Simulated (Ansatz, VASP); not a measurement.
## One calculation of Ta3W2, two programs

INCAR

```
SYSTEM = Ta3W2
PREC = Accurate
ENCUT = 520
EDIFF = 1E-6
ISMEAR = 0
SIGMA = 0.1
LREAL = .False.
LASPH = .True.
NELM = 60
ALGO = Fast
ISIF = 2
LWAVE = .False.
LCHARG = .False.
GGA = PE
NBANDS = 38
```

The input KPOINTS:

```
Automatic mesh
0
Gamma
  6 6 6
  0 0 0
```

File POSCAR:

```
Ta3W2
1.0
    0.0000000000      2.2901473300     11.4507366400
    1.6193787000      0.0000000000     11.4507366400
    1.6193787000      2.2901473300      0.0000000000
Ta W
3 2
Direct
    0.0000000000      0.0000000000      0.0000000000
    0.2000000000      0.2000000000      0.8000000000
    0.8000000000      0.8000000000      0.2000000000
    0.6000000000      0.6000000000      0.4000000000
    0.4000000000      0.4000000000      0.6000000000
```

Input for Ansatz:

```yaml
crystal:
  lattice:
    - [0.0, 2.29014733, 11.45073664]
    - [1.6193787, 0.0, 11.45073664]
    - [1.6193787, 2.29014733, 0.0]
  atoms:
    - { symbol: Ta, position: [0.0, 0.0, 0.0] }
    - { symbol: Ta, position: [0.2, 0.2, 0.8] }
    - { symbol: Ta, position: [0.8, 0.8, 0.2] }
    - { symbol: W, position: [0.6, 0.6, 0.4] }
    - { symbol: W, position: [0.4, 0.4, 0.6] }
basis:
  ecutwfc: 420
kpoints:
  mp_grid: { grid: [6, 6, 6] }
hamiltonian:
  xc: pbe
scf:
  occupations: { method: gaussian, width: 0.1 }
  lower_state_search: "off"
output:
  forces: true
  stress: true
  eigenvalues: true
```

Alike in both runs: task single point; functional PBE; k mesh 6 × 6 × 6; occupations gaussian, width 0.1 eV; no spin polarisation.

|  | VASP | Ansatz |
| --- | --- | --- |
| version | VASP 6.6.1 | Ansatz 0.2.0 |
| potentials or method | VASP PAW PBE potentials, release 64 (Ta_pv, W_sv), cutoff 520 eV | scalar-relativistic, plane waves, PAW |
| valence electrons in the cell | 61 | 67 |

Ansatz gave:

```
gap on the k mesh at the Fermi level (eV)                     : none
pressure (GPa)                                                : 4.6
traceless stress, the component that is largest in VASP (GPa) : 1.68
rms of the force components (eV/Å)                            : 0.291
```

**Question.** What did VASP give for the same quantities?

**Answer.** gap on the k mesh at the Fermi level (eV): none; pressure (GPa): 4.9; traceless stress, the component that is largest in VASP (GPa): 1.67; rms of the force components (eV/Å): 0.288.

Atom by atom the forces differ by 0.003 eV/Å (rms over components). A gap of «none» marks a metal or a gap that the smearing closes. VASP's potentials hold 61 valence electrons a cell and Ansatz's 67, so a difference there can come from the potentials and not from the codes.

The k mesh is coarse, so the values compare programs but aren't converged. Neither program's run includes spin-orbit coupling.
